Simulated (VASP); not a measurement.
# Al (Fm-3m) in VASP: a series of runs

Aim: see how the results for Al move with the level of theory and the settings. Levels: LDA, r2SCAN. Tasks: single point.

All numbers are computed with VASP 6.6.1; they aren't measurements. Logs are shortened: lines on timing, memory, paths and dates and some standing lists are left out, and cuts for length are marked.

### 1 The cell of the first run

The structure is cubic, space group Fm-3m (No. 225). Conventional cell: a = 4.039 Å, b = 4.039 Å, c = 4.039 Å, α = 90.00°, β = 90.00°, γ = 90.00°. Al (site symmetry m-3m) has 12 Al at 2.86 Å within 3.8 Å.

### 2 Single point, LDA

Contents of INCAR:

```
ALGO = Normal
EDIFF = 1E-6
ENCUT = 500
GGA = CA
GGA_COMPAT = False
ISIF = 2
ISMEAR = -1
LASPH = True
LCHARG = False
LREAL = False
LWAVE = False
NBANDS = 8
NELM = 120
PREC = Accurate
SIGMA = 0.1
```

Contents of KPOINTS:

```
k-points
0
Gamma
  9 9 9
```

Contents of POSCAR:

```
Al
1.0
    0.0000000000      2.0194650000      2.0194650000
    2.0194650000      0.0000000000      2.0194650000
    2.0194650000      2.0194650000      0.0000000000
Al
1
Direct
    0.0000000000      0.0000000000      0.0000000000
```

Potentials or basis: VASP PAW LDA potentials, release 64 (Al).

Started as:

```bash
> cat potpaw_LDA.64/Al/POTCAR > POTCAR
> mpirun -np 1 vasp_std > vasp.out
```

OUTCAR:

```text
EDIFF = 1E-6
   ENCUT = 500
   GGA = CA
   ISIF = 2
   ISMEAR = -1
   LASPH = True
   LREAL = False
   NELM = 120
   PREC = Accurate

 ion  position               nearest neighbor table
   1  0.000  0.000  0.000-

  LATTYP: Found a face centered cubic cell.
 ALAT       =     4.0389300000

  Lattice vectors:

 A1 = (   0.0000000000,   2.0194650000,   2.0194650000)
 A2 = (   2.0194650000,   0.0000000000,   2.0194650000)
 A3 = (   2.0194650000,   2.0194650000,   0.0000000000)

Analysis of symmetry for initial positions (statically):
=====================================================================
 Subroutine PRICEL returns:
 Original cell was already a primitive cell.

 Routine SETGRP: Setting up the symmetry group for a
 face centered cubic supercell.

 Subroutine GETGRP returns: Found 48 space group operations
 (whereof 48 operations were pure point group operations)
 out of a pool of 48 trial point group operations.

The static configuration has the point symmetry O_h .

Analysis of symmetry for dynamics (positions and initial velocities):
=====================================================================
 Subroutine PRICEL returns:
 Original cell was already a primitive cell.

 Routine SETGRP: Setting up the symmetry group for a
 face centered cubic supercell.

 Subroutine GETGRP returns: Found 48 space group operations
 (whereof 48 operations were pure point group operations)
 out of a pool of 48 trial point group operations.

The dynamic configuration has the point symmetry O_h .

 Subroutine INISYM returns: Found 48 space group operations
 (whereof 48 operations are pure point group operations),
 and found     1 'primitive' translations

----------------------------------------------------------------------------------------

                                     Primitive cell

  volume of cell :      16.4717

  direct lattice vectors                    reciprocal lattice vectors
     0.000000000  2.019465000  2.019465000    -0.247590327  0.247590327  0.247590327
     2.019465000  0.000000000  2.019465000     0.247590327 -0.247590327  0.247590327
     2.019465000  2.019465000  0.000000000     0.247590327  0.247590327 -0.247590327

  length of vectors
     2.855954792  2.855954792  2.855954792     0.428839026  0.428839026  0.428839026

  position of ions in fractional coordinates (direct lattice)
     0.000000000  0.000000000  0.000000000

  ion indices of the primitive-cell ions
   primitive index   ion index
                 1           1

----------------------------------------------------------------------------------------

 KPOINTS: k-points

Automatic generation of k-mesh.
 Grid dimensions read from file:
 generate k-points for:    9    9    9

 Generating k-lattice:

  Cartesian coordinates                     Fractional coordinates (reciprocal lattice)
    -0.027510036  0.027510036  0.027510036     0.111111111  0.000000000  0.000000000
     0.027510036 -0.027510036  0.027510036     0.000000000  0.111111111  0.000000000
     0.027510036  0.027510036 -0.027510036     0.000000000  0.000000000  0.111111111

  Length of vectors
     0.047648781  0.047648781  0.047648781

  Shift w.r.t. Gamma in fractional coordinates (k-lattice)
     0.000000000  0.000000000  0.000000000

 Subroutine IBZKPT returns following result:
 ===========================================

 Found     35 irreducible k-points:

 Following reciprocal coordinates:
            Coordinates               Weight
  0.000000  0.000000  0.000000      1.000000
  0.111111  0.000000  0.000000      8.000000
  0.222222  0.000000  0.000000      8.000000
  0.333333  0.000000  0.000000      8.000000
  0.444444  0.000000  0.000000      8.000000
  0.111111  0.111111  0.000000      6.000000
[... 16 lines left out ...]
 -0.333333  0.333333  0.000000     12.000000
  0.444444  0.444444  0.000000      6.000000
 [... further k-points ...]
   k-points           NKPTS =     35   k-points in BZ     NKDIM =     35   number of bands    NBANDS=      8
   number of dos      NEDOS =    301   number of ions     NIONS =      1
   total plane-waves  NPLWV =  13824
   dimension x,y,z NGX =    24 NGY =   24 NGZ =   24
   dimension x,y,z NGXF=    48 NGYF=   48 NGZF=   48
   ions per type =               1
   NGX,Y,Z   is equivalent  to a cutoff of  13.97, 13.97, 13.97 a.u.
   NGXF,Y,Z  is equivalent  to a cutoff of  27.94, 27.94, 27.94 a.u.
 SYSTEM =  unknown system
   PREC   = accura    normal or accurate (medium, high low for compatibility)
   ISTART =      0    job   : 0-new  1-cont  2-samecut
   ICHARG =      2    charge: 1-file 2-atom 10-const
   ISPIN  =      1    spin polarized calculation?
   LNONCOLLINEAR =      F non collinear calculations
   LSORBIT =      F    spin-orbit coupling
   LASPH  =      T    aspherical Exc in radial PAW
   ENCUT  =  500.0 eV  36.75 Ry    6.06 a.u.   5.21  5.21  5.21*2*pi/ulx,y,z
   NELM   =    120;   NELMIN=  2; NELMDL= -5     # of ELM steps
   EDIFF  = 0.1E-05   stopping-criterion for ELM
   LREAL  =      F    real-space projection
   EDIFFG = 0.1E-04   stopping-criterion for IOM
   NSW    =      0    number of steps for IOM
   IBRION =     -1    ionic relax: 0-MD 1-quasi-New 2-CG
   NFREE  =      0    steps in history (QN), initial steepest desc. (CG)
   ISIF   =      2    stress and relaxation
   ISYM   =      2    0-nonsym 1-usesym 2-fastsym
   POTIM  = 0.5000    time-step for ionic-motion
   TEBEG  =    0.0;   TEEND  =   0.0 temperature during run
   PSTRESS=    0.0 pullay stress
   NELECT =       3.0000    total number of electrons
   NUPDOWN=      -1.0000    fix difference up-down
   EMIN   =  10.00;   EMAX   =-10.00  energy-range for DOS
   EFERMI =   0.00;   METHOD = LEGACY
   ISMEAR =    -1;   SIGMA  =   0.10  broadening in eV -4-tet -1-fermi 0-gaus
   EFERMI_NEDOS =   21; number of points for ismear=-14 and -15
   IALGO  =     38    algorithm
   IMIX   =      4    mixing-type and parameters
     AMIX     =   0.40;   BMIX     =  1.00
     AMIX_MAG =   1.60;   BMIX_MAG =  1.00
  volume/ion in A,a.u.               =      16.47       111.16
  Fermi-wavevector in a.u.,A,eV,Ry     =   0.927974  1.753616 11.716451  0.861135
  Thomas-Fermi vector in A             =   2.054101
   LORBIT       =      0    0 simple, 1 ext, 2 COOP (PROOUT), +10 PAW based schemes
   GGA     = CA    functional components
   LHFCALC =     F    Hartree Fock is set to
   AEXX    =    0.0000 exact exchange contribution
   IVDW    =     0    specifies the selected vdW correction
   LEPSILON=     F    determine dielectric tensor
   LRPA    =     F    only Hartree local field effects (RPA)
 non-spin polarized calculation
  energy-cutoff  :      500.00
  volume of cell :       16.47
 maximum number of plane-waves:       432
 NGX is ok and might be reduce to    24
   NGX = 11   NGY = 11   NGZ = 11

 number of electron       3.0000000 magnetization

 Free energy of the ion-electron system (eV)
  ---------------------------------------------------
  ext. energy  EPLUGINS =         0.00000000
  ---------------------------------------------------
  free energy    TOTEN  =        -4.16463318 eV

  energy without entropy =       -4.14698530  energy(sigma->0) =       -4.15580924

 E-fermi :   7.7818     XC(G=0): -10.3497

 val. band max:        7.6669629934   @ k =   0.4444   0.4444   0.0000
 cond. band min:       7.8182336194   @ k =  -0.4444   0.3333   0.1111
 fundamental gap:      0.1512706260
 Fermi energy:         7.7817997621

 k-point     1 :       0.0000    0.0000    0.0000
  band No.  band energies     occupation
      1      -3.3025      2.00000
      2      20.3900      0.00000
      3      20.3900      0.00000
      4      20.3900      0.00000
      5      21.7225      0.00000
      6      21.7225      0.00000
      7      21.7225      0.00000
      8      24.4352      0.00000

 k-point     2 :       0.1111    0.0000    0.0000
  band No.  band energies     occupation
      1      -2.9676      2.00000
      2      16.6502      0.00000
      3      19.5289      0.00000
      4      19.5289      0.00000
      5      22.4870      0.00000
      6      23.0570      0.00000
      7      23.0570      0.00000
      8      25.6327      0.00000

 k-point     3 :       0.2222    0.0000    0.0000
  band No.  band energies     occupation
      1      -1.9676      2.00000
      2      12.2730      0.00000
      3      18.7492      0.00000
      4      18.7492      0.00000
      5      22.2010      0.00000
      6      22.9363      0.00000
      7      22.9363      0.00000
      8      25.9042      0.00000

 k-point     4 :       0.3333    0.0000    0.0000
  band No.  band energies     occupation
      1      -0.3168      2.00000
      2       8.3013      0.01103
      3      18.4932      0.00000
      4      18.4932      0.00000
      5      21.0744      0.00000
      6      21.0744      0.00000
      7      22.1344      0.00000
      8      25.1491      0.00000

 k-point     5 :       0.4444    0.0000    0.0000
  band No.  band energies     occupation
      1       1.9627      2.00000
      2       4.8504      2.00000
      3      18.7870      0.00000
      4      18.7870      0.00000
      5      19.6696      0.00000
      6      19.6696      0.00000
      7      22.5766      0.00000
      8      23.6009      0.00000
[... 177 lines left out ...]
 k-point    22 :      -0.4444    0.3333    0.0000
  band No.  band energies     occupation
      1       4.4712      2.00000
      2       7.3193      1.98058
      3       8.5521      0.00090
      4      14.2072      0.00000
      5      15.8458      0.00000
      6      22.4675      0.00000
      7      28.6784      0.00000
      8      30.9374      0.00000

 k-point    23 :      -0.3333    0.3333    0.0000
  band No.  band energies     occupation
      1       4.5151      2.00000
      2       6.7494      1.99993
      3       8.1736      0.03899
      4      15.0658      0.00000
      5      16.8644      0.00000
      6      26.3548      0.00000
      7      27.8685      0.00000
      8      27.9880      0.00000

 k-point    24 :       0.4444    0.4444    0.0000
  band No.  band energies     occupation
      1       3.6286      2.00000
      2       7.6670      1.51843
      3      13.2192      0.00000
      4      13.4452      0.00000
      5      13.4452      0.00000
      6      16.8829      0.00000
      7      32.5276      0.00000
      8      34.0677      0.00000

 [... further k-points ...]
[... 5 lines left out ...]
  --------------------------------------------------------------------------------------
  -------------------------------------------------------------------------------------
  Total       -0.2954541     -0.2954541     -0.2954541     -0.0000000     -0.0000000      0.0000000
  in kB      -28.7383338    -28.7383338    -28.7383338     -0.0000000     -0.0000000      0.0000000
  external PRESSURE =     -28.7383338 kB  Pullay stress =       0.0000000 kB

 VOLUME and BASIS-vectors are now :
 -----------------------------------------------------------------------------
  energy-cutoff  :      500.00
  volume of cell :       16.47
      direct lattice vectors                 reciprocal lattice vectors
     0.000000000  2.019465000  2.019465000    -0.247590327  0.247590327  0.247590327
     2.019465000  0.000000000  2.019465000     0.247590327 -0.247590327  0.247590327
     2.019465000  2.019465000  0.000000000     0.247590327  0.247590327 -0.247590327

 POSITION                                       TOTAL-FORCE (eV/Angst)
 -----------------------------------------------------------------------------------
      0.00000      0.00000      0.00000         0.000000     -0.000000      0.000000
 -----------------------------------------------------------------------------------
    total drift:                                0.000000     -0.000000      0.000000

  FREE ENERGIE OF THE ION-ELECTRON SYSTEM (eV)
  ---------------------------------------------------
  free  energy   TOTEN  =        -4.1646331804 eV

  energy  without entropy=       -4.1469852956  energy(sigma->0) =       -4.15580924
```

It took 4 s on 1 thread of Intel Xeon 8259CL, shared host; peak memory 0.12 GiB.

Results:

```yaml
Free_energy: -4.1646 eV
Pressure: -2.9 GPa
```

Levels at points of the mesh, in eV from the Fermi level:
```csv
k point,band 1,band 2,band 3,band 4
"(0.00, 0.00, 0.00)",-11.08,12.61,12.61,12.61
```

### 3 Single point, LDA

Contents of INCAR:

```
SYSTEM = Al
PREC = Accurate
ENCUT = 500
EDIFF = 1E-6
ISMEAR = -1
SIGMA = 0.1
LREAL = .FALSE.
LASPH = .TRUE.
NELM = 120
ALGO = Normal
ISIF = 2
LWAVE = .FALSE.
LCHARG = .FALSE.
GGA = CA
NBANDS = 8
GGA_COMPAT = .FALSE.
```

Contents of KPOINTS:

```
Automatic mesh
0
G
  9 9 9
  0 0 0
```

POSCAR is that of step 2.

Potentials or basis: VASP PAW LDA potentials, release 64 (Al).

Started as:

```bash
> cat potpaw_LDA.64/Al/POTCAR > POTCAR
> mpirun -np 1 vasp_std > vasp.out
```

It took 4.7 s on 1 thread of Intel Xeon 8259CL, shared host; peak memory 0.12 GiB.

Results (log left out):

```yaml
Free_energy: -4.1646 eV
Pressure: -2.9 GPa
```

Levels at points of the mesh, in eV from the Fermi level:
```tsv
k point	band 1	band 2	band 3	band 4	band 5
(0.00, 0.00, 0.00)	-11.08	12.61	12.61	12.61	13.94
```

### 4 Single point, r2SCAN

POSCAR is that of step 3.

Contents of INCAR.step1:

```
PREC = Accurate
ENCUT = 550
ISMEAR = -1
SIGMA = 0.1
LREAL = F
LASPH = T
NELM = 120
NBANDS = 8
GGA = PE
ALGO = Normal
EDIFF = 1E-5
LWAVE = T
LCHARG = F
GGA_COMPAT = F
```

Contents of INCAR.step2:

```
PREC = Accurate
ENCUT = 550
EDIFF = 1E-6
ISMEAR = -1
SIGMA = 0.1
LREAL = F
LASPH = T
NELM = 120
ALGO = Normal
ISIF = 2
LWAVE = F
LCHARG = F
METAGGA = R2SCAN
LMIXTAU = T
NBANDS = 8
ISTART = 1
GGA_COMPAT = F
```

Contents of KPOINTS:

```
Automatic mesh
0
Gamma
  9 9 9
```

Potentials or basis: VASP PAW PBE potentials, release 64 (Al).

Started as:

```bash
> cat potpaw_PBE.64/Al/POTCAR > POTCAR
> cp INCAR.step1 INCAR
> mpirun -np 1 vasp_std > vasp.out
> cp INCAR.step2 INCAR
> mpirun -np 1 vasp_std > vasp.out
```

Wall time 23 s (1 thread of Intel Xeon 8259CL, shared host); peak memory 0.14 GiB.

Results (log left out):

```
Free energy : -6.7084 eV
Pressure    : -3.0 GPa
```

Levels at points of the mesh, in eV from the Fermi level:
| k point | band 1 | band 2 | band 3 | band 4 |
| --- | --- | --- | --- | --- |
| (0.00, 0.00, 0.00) | -11.84 | 13.34 | 13.34 | 13.34 |

Caveat: the PAW data sets were made with another functional, which shifts forces and pressure a little.

(Continued in part 2 of 2.)
